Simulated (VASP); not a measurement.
# Ge (Cmmm) in VASP: a series of runs

Runs on Ge. Level: PBEsol. Tasks: single point.

All numbers are computed with VASP 6.6.1; they aren't measurements. Logs are shortened: lines on timing, memory, paths and dates and some standing lists are left out, and cuts for length are marked.

## Step 1: The cell of the first run

It takes space group Cmmm (No. 65, orthorhombic). Conventional cell: a = 2.794 Å, b = 5.201 Å, c = 2.766 Å, α = 90.00°, β = 90.00°, γ = 90.00°. Ge (site symmetry mmm) has 8 Ge at 2.77 to 2.95 Å within 3.6 Å.

## Step 2: Single point, PBEsol (strain +0.000 along x and y, +0.025 along z)

INCAR reads:

```
SYSTEM = Ge
PREC = Accurate
ENCUT = 520
EDIFF = 1E-6
ISMEAR = 0
SIGMA = 0.15
LREAL = .FALSE.
LASPH = .TRUE.
NELM = 100
ALGO = Normal
ISIF = 2
LWAVE = .FALSE.
LCHARG = .FALSE.
GGA = PS
NBANDS = 13
```

KPOINTS reads:

```
Automatic mesh
0
G
  20 20 18
  0 0 0
```

POSCAR reads:

```
Ge
1.0
    1.3971490000     -2.6005160000      0.0000000000
    1.3971490000      2.6005160000      0.0000000000
    0.0000000000      0.0000000000      2.7656867750
Ge
1
Direct
    0.5000000000      0.5000000000      0.0000000000
```

Potentials or basis: VASP PAW PBE potentials, release 64 (Ge_d).

Started as:

```
> cat potpaw_PBE.64/Ge_d/POTCAR > POTCAR
> mpirun -np 1 vasp_std > vasp.out
```

OUTCAR:

```text
SYSTEM = Ge
   PREC = Accurate
   ENCUT = 520
   EDIFF = 1E-6
   ISMEAR = 0
   LREAL = .FALSE.
   LASPH = .TRUE.
   NELM = 100
   ISIF = 2
   GGA = PS

 ion  position               nearest neighbor table
   1  0.500  0.500  0.000-

  LATTYP: Found a base centered orthorhombic cell.
 ALAT       =     2.7942980000
 B/A-ratio  =     1.8613018368
 C/A-ratio  =     0.9897608541

  Lattice vectors:

 A1 = (   1.3971490000,  -2.6005160000,   0.0000000000)
 A2 = (   1.3971490000,   2.6005160000,   0.0000000000)
 A3 = (   0.0000000000,   0.0000000000,   2.7656867750)

Analysis of symmetry for initial positions (statically):
=====================================================================
 Subroutine PRICEL returns:
 Original cell was already a primitive cell.

 Routine SETGRP: Setting up the symmetry group for a
 base centered orthorhombic supercell.

 Subroutine GETGRP returns: Found  8 space group operations
 (whereof  8 operations were pure point group operations)
 out of a pool of  8 trial point group operations.

The static configuration has the point symmetry D_2h.

Analysis of symmetry for dynamics (positions and initial velocities):
=====================================================================
 Subroutine PRICEL returns:
 Original cell was already a primitive cell.

 Routine SETGRP: Setting up the symmetry group for a
 base centered orthorhombic supercell.

 Subroutine GETGRP returns: Found  8 space group operations
 (whereof  8 operations were pure point group operations)
 out of a pool of  8 trial point group operations.

The dynamic configuration has the point symmetry D_2h.

 Subroutine INISYM returns: Found  8 space group operations
 (whereof  8 operations are pure point group operations),
 and found     1 'primitive' translations

----------------------------------------------------------------------------------------

                                     Primitive cell

  volume of cell :      20.0972

  direct lattice vectors                    reciprocal lattice vectors
     1.397149000 -2.600516000  0.000000000     0.357871637 -0.192269534  0.000000000
     1.397149000  2.600516000  0.000000000     0.357871637  0.192269534  0.000000000
     0.000000000  0.000000000  2.765686775     0.000000000  0.000000000  0.361573845

  length of vectors
     2.952068562  2.952068562  2.765686775     0.406250763  0.406250763  0.361573845

  position of ions in fractional coordinates (direct lattice)
     0.500000000  0.500000000  0.000000000

  ion indices of the primitive-cell ions
   primitive index   ion index
                 1           1

----------------------------------------------------------------------------------------

 KPOINTS: Automatic mesh

Automatic generation of k-mesh.
 Grid dimensions read from file:
 generate k-points for:   20   20   18

 Generating k-lattice:

  Cartesian coordinates                     Fractional coordinates (reciprocal lattice)
     0.017893582 -0.009613477  0.000000000     0.050000000 -0.000000000  0.000000000
     0.017893582  0.009613477  0.000000000    -0.000000000  0.050000000  0.000000000
     0.000000000  0.000000000  0.020087436     0.000000000  0.000000000  0.055555556

  Length of vectors
     0.020312538  0.020312538  0.020087436

  Shift w.r.t. Gamma in fractional coordinates (k-lattice)
     0.000000000  0.000000000  0.000000000

 Subroutine IBZKPT returns following result:
 ===========================================

 Found   1110 irreducible k-points:

 Following reciprocal coordinates:
            Coordinates               Weight
  0.000000  0.000000  0.000000      1.000000
  0.050000  0.000000  0.000000      4.000000
  0.100000 -0.000000  0.000000      4.000000
  0.150000  0.000000  0.000000      4.000000
  0.200000 -0.000000  0.000000      4.000000
  0.250000 -0.000000  0.000000      4.000000
[... 16 lines left out ...]
 -0.400000  0.050000  0.000000      4.000000
 -0.350000  0.050000  0.000000      4.000000
 [... further k-points ...]
   k-points           NKPTS =   1110   k-points in BZ     NKDIM =   1110   number of bands    NBANDS=     13
   number of dos      NEDOS =    301   number of ions     NIONS =      1
   total plane-waves  NPLWV =  13824
   dimension x,y,z NGX =    24 NGY =   24 NGZ =   24
   dimension x,y,z NGXF=    48 NGYF=   48 NGZF=   48
   ions per type =               1
   NGX,Y,Z   is equivalent  to a cutoff of  13.52, 13.52, 14.43 a.u.
   NGXF,Y,Z  is equivalent  to a cutoff of  27.03, 27.03, 28.85 a.u.
 SYSTEM =  Ge
   PREC   = accura    normal or accurate (medium, high low for compatibility)
   ISTART =      0    job   : 0-new  1-cont  2-samecut
   ICHARG =      2    charge: 1-file 2-atom 10-const
   ISPIN  =      1    spin polarized calculation?
   LNONCOLLINEAR =      F non collinear calculations
   LSORBIT =      F    spin-orbit coupling
   LASPH  =      T    aspherical Exc in radial PAW
   ENCUT  =  520.0 eV  38.22 Ry    6.18 a.u.   5.49  5.49  5.14*2*pi/ulx,y,z
   NELM   =    100;   NELMIN=  2; NELMDL= -5     # of ELM steps
   EDIFF  = 0.1E-05   stopping-criterion for ELM
   LREAL  =      F    real-space projection
   EDIFFG = 0.1E-04   stopping-criterion for IOM
   NSW    =      0    number of steps for IOM
   IBRION =     -1    ionic relax: 0-MD 1-quasi-New 2-CG
   NFREE  =      0    steps in history (QN), initial steepest desc. (CG)
   ISIF   =      2    stress and relaxation
   ISYM   =      2    0-nonsym 1-usesym 2-fastsym
   POTIM  = 0.5000    time-step for ionic-motion
   TEBEG  =    0.0;   TEEND  =   0.0 temperature during run
   PSTRESS=    0.0 pullay stress
   NELECT =      14.0000    total number of electrons
   NUPDOWN=      -1.0000    fix difference up-down
   EMIN   =  10.00;   EMAX   =-10.00  energy-range for DOS
   EFERMI =   0.00;   METHOD = LEGACY
   ISMEAR =     0;   SIGMA  =   0.15  broadening in eV -4-tet -1-fermi 0-gaus
   EFERMI_NEDOS =   21; number of points for ismear=-14 and -15
   IALGO  =     38    algorithm
   IMIX   =      4    mixing-type and parameters
     AMIX     =   0.40;   BMIX     =  1.00
     AMIX_MAG =   1.60;   BMIX_MAG =  1.00
  volume/ion in A,a.u.               =      20.10       135.62
  Fermi-wavevector in a.u.,A,eV,Ry     =   1.451240  2.742445 28.655177  2.106096
  Thomas-Fermi vector in A             =   2.568759
   LORBIT       =      0    0 simple, 1 ext, 2 COOP (PROOUT), +10 PAW based schemes
   GGA     = PS    functional components
   LHFCALC =     F    Hartree Fock is set to
   AEXX    =    0.0000 exact exchange contribution
   IVDW    =     0    specifies the selected vdW correction
   LEPSILON=     F    determine dielectric tensor
   LRPA    =     F    only Hartree local field effects (RPA)
 non-spin polarized calculation
 Gauss-broadening in eV      SIGMA  =   0.15
  energy-cutoff  :      520.00
  volume of cell :       20.10
 maximum number of plane-waves:       559
 NGX is ok and might be reduce to    24
   NGX = 11   NGY = 11   NGZ = 11

 number of electron      14.0000012 magnetization

 Free energy of the ion-electron system (eV)
  ---------------------------------------------------
  ext. energy  EPLUGINS =         0.00000000
  ---------------------------------------------------
  free energy    TOTEN  =        -4.71652994 eV

  energy without entropy =       -4.71150299  energy(sigma->0) =       -4.71401646

 E-fermi :   5.8252     XC(G=0): -11.0647

 val. band max:        5.8236359460   @ k =   0.2000   0.1500   0.0000
 cond. band min:       5.8255335448   @ k =  -0.3000   0.0500   0.2778
 fundamental gap:      0.0018975988
 Fermi energy:         5.8251595938

 k-point     1 :       0.0000    0.0000    0.0000
  band No.  band energies     occupation
      1     -18.8156      2.00000
      2     -18.7706      2.00000
      3     -18.7203      2.00000
      4     -18.6283      2.00000
      5     -18.6109      2.00000
      6      -6.8603      2.00000
      7      11.7327      0.00000
      8      13.1243      0.00000
      9      14.6306      0.00000
     10      15.4738      0.00000
     11      18.3583      0.00000
     12      20.6822      0.00000
     13      20.9639      0.00000

 k-point     2 :       0.0500    0.0000    0.0000
  band No.  band energies     occupation
      1     -18.8136      2.00000
      2     -18.7680      2.00000
      3     -18.7207      2.00000
      4     -18.6287      2.00000
      5     -18.6122      2.00000
      6      -6.7997      2.00000
      7      11.7919      0.00000
      8      12.8695      0.00000
      9      13.9871      0.00000
     10      15.6759      0.00000
     11      18.4544      0.00000
     12      19.7807      0.00000
     13      21.1609      0.00000

 k-point     3 :       0.1000   -0.0000    0.0000
  band No.  band energies     occupation
      1     -18.8081      2.00000
      2     -18.7607      2.00000
      3     -18.7212      2.00000
      4     -18.6299      2.00000
      5     -18.6158      2.00000
      6      -6.6176      2.00000
      7      11.9683      0.00000
      8      12.0435      0.00000
      9      12.8866      0.00000
     10      15.9243      0.00000
     11      17.8871      0.00000
     12      19.8517      0.00000
     13      22.2889      0.00000
[... 305 lines left out ...]
 k-point    23 :      -0.4000    0.0500    0.0000
  band No.  band energies     occupation
      1     -18.7926      2.00000
      2     -18.7222      2.00000
      3     -18.6602      2.00000
      4     -18.6483      2.00000
      5     -18.6361      2.00000
      6      -3.5198      2.00000
      7       3.2658      2.00000
      8       9.0279      0.00000
      9      14.6412      0.00000
     10      14.6881      0.00000
     11      19.1612      0.00000
     12      23.5960      0.00000
     13      24.6848      0.00000

 k-point    24 :      -0.3500    0.0500    0.0000
  band No.  band energies     occupation
      1     -18.7895      2.00000
      2     -18.7299      2.00000
      3     -18.6652      2.00000
      4     -18.6537      2.00000
      5     -18.6339      2.00000
      6      -4.3240      2.00000
      7       4.7695      2.00000
      8       9.3224      0.00000
      9      14.0226      0.00000
     10      15.1233      0.00000
     11      18.4002      0.00000
     12      24.8695      0.00000
     13      25.7148      0.00000

 [... further k-points ...]
[... 5 lines left out ...]
  --------------------------------------------------------------------------------------
  -------------------------------------------------------------------------------------
  Total       -0.4256399     -0.6243014     -1.0015053      0.0000000      0.0000000      0.0000000
  in kB      -33.9326408    -49.7702283    -79.8414784      0.0000000      0.0000000      0.0000000
  external PRESSURE =     -54.5147825 kB  Pullay stress =       0.0000000 kB

 VOLUME and BASIS-vectors are now :
 -----------------------------------------------------------------------------
  energy-cutoff  :      520.00
  volume of cell :       20.10
      direct lattice vectors                 reciprocal lattice vectors
     1.397149000 -2.600516000  0.000000000     0.357871637 -0.192269534  0.000000000
     1.397149000  2.600516000  0.000000000     0.357871637  0.192269534  0.000000000
     0.000000000  0.000000000  2.765686775     0.000000000  0.000000000  0.361573845

 POSITION                                       TOTAL-FORCE (eV/Angst)
 -----------------------------------------------------------------------------------
      1.39715      0.00000      0.00000         0.000000      0.000000      0.000000
 -----------------------------------------------------------------------------------
    total drift:                               -0.000000     -0.000000     -0.000000

  FREE ENERGIE OF THE ION-ELECTRON SYSTEM (eV)
  ---------------------------------------------------
  free  energy   TOTEN  =        -4.7165299363 eV

  energy  without entropy=       -4.7115029937  energy(sigma->0) =       -4.71401646
```

Run time: 3.3 min. Hardware: 1 thread of AMD EPYC 7R43 (Zen 3), shared host; peak memory 0.33 GiB.

What came out:

- Free energy: -4.7165 eV
- Pressure: -5.5 GPa
- Band gap on the k mesh: zero (band 7 reaches 11.97 eV, above the bottom of band 8 at 3.10 eV)

Stress tensor (GPa, compression positive):
```
-3.39  0.00  0.00
 0.00 -4.98  0.00
 0.00  0.00 -7.98
```

Levels at points of the mesh, in eV from the Fermi level:
| k point | band 4 | band 5 | band 6 | band 7 | band 8 | band 9 | band 10 | band 11 |
| --- | --- | --- | --- | --- | --- | --- | --- | --- |
| (0.00, 0.00, 0.00) | -24.45 | -24.44 | -12.69 | 5.91 | 7.30 | 8.81 | 9.65 | 12.53 |
| (0.50, 0.00, 0.00) | -24.46 | -24.45 | -7.60 | -5.15 | 3.60 | 7.61 | 9.78 | 15.71 |
| (0.50, 0.50, 0.00) | -24.46 | -24.44 | -8.46 | -5.37 | 5.37 | 9.12 | 9.29 | 15.05 |
| (0.00, 0.00, 0.50) | -24.49 | -24.48 | -9.28 | -5.55 | 9.81 | 11.31 | 15.88 | 16.20 |
| (0.50, 0.00, 0.50) | -24.45 | -24.37 | -3.86 | -2.38 | -1.39 | 3.64 | 6.17 | 11.43 |
| (0.50, 0.50, 0.50) | -24.46 | -24.39 | -4.82 | -2.53 | -2.04 | 3.25 | 7.95 | 13.24 |

Caveat: the cell differs from its parent crystal (strain +0.000 along x and y, +0.025 along z); the PAW data sets were made with another functional, which shifts forces and pressure a little.

## Step 3: Single point, PBEsol (strain -0.050 along x and y, -0.050 along z)

INCAR reads:

```
ALGO = Normal
EDIFF = 1E-6
ENCUT = 520
GGA = PS
ISIF = 2
ISMEAR = 0
LASPH = T
LCHARG = T
LELF = T
LREAL = F
LVHAR = T
LWAVE = F
NBANDS = 13
NELM = 60
PREC = Accurate
SIGMA = 0.15
```

KPOINTS reads:

```
k-points
0
Gamma
  20 20 18
```

POSCAR reads:

```
Ge
1.0
    1.3272915500     -2.4704902000      0.0000000000
    1.3272915500      2.4704902000      0.0000000000
    0.0000000000      0.0000000000      2.5633194500
Ge
1
Direct
    0.5000000000      0.5000000000      0.0000000000
```

Potentials or basis: VASP PAW PBE potentials, release 64 (Ge_d).

Started as:

```
> cat potpaw_PBE.64/Ge_d/POTCAR > POTCAR
> mpirun -np 1 vasp_std > vasp.out
```

Run time: 83 s. Hardware: 1 thread of Intel Xeon 6975P-C, shared host; peak memory 0.32 GiB.

It converged, with:

| Item | Value |
| --- | --- |
| Free energy | -4.7072 eV |
| Pressure | 8.7 GPa |
| Band gap on the k mesh | zero (band 7 reaches 15.54 eV, above the bottom of band 8 at 4.28 eV) |

Stress tensor (GPa, compression positive):
```
11.00  0.00  0.00
 0.00  6.60  0.00
 0.00  0.00  8.61
```

Levels at points of the mesh, in eV from the Fermi level:
| k point | band 3 | band 4 | band 5 | band 6 | band 7 | band 8 | band 9 | band 10 | band 11 | band 12 |
| --- | --- | --- | --- | --- | --- | --- | --- | --- | --- | --- |
| (0.00, 0.00, 0.00) | -24.70 | -24.55 | -24.53 | -14.28 | 7.45 | 8.21 | 10.00 | 10.80 | 13.46 | 16.05 |
| (0.50, 0.00, 0.00) | -24.61 | -24.56 | -24.55 | -8.17 | -6.34 | 3.78 | 7.86 | 12.27 | 17.44 | 18.07 |
| (0.50, 0.50, 0.00) | -24.61 | -24.56 | -24.54 | -9.18 | -6.60 | 5.82 | 9.75 | 11.45 | 17.11 | 17.61 |
| (0.00, 0.00, 0.50) | -24.65 | -24.63 | -24.59 | -9.72 | -6.81 | 11.77 | 13.60 | 17.35 | 17.44 | 18.64 |
| (0.50, 0.00, 0.50) | -24.68 | -24.55 | -24.42 | -3.05 | -2.74 | -2.00 | 3.26 | 7.28 | 12.86 | 13.80 |
| (0.50, 0.50, 0.50) | -24.65 | -24.55 | -24.45 | -4.20 | -2.95 | -2.75 | 2.82 | 9.36 | 14.94 | 15.56 |

Caveat: the cell differs from its parent crystal (strain -0.050 along x and y, -0.050 along z); the PAW data sets were made with another functional, which shifts forces and pressure a little.

[end of part 1 of 2]
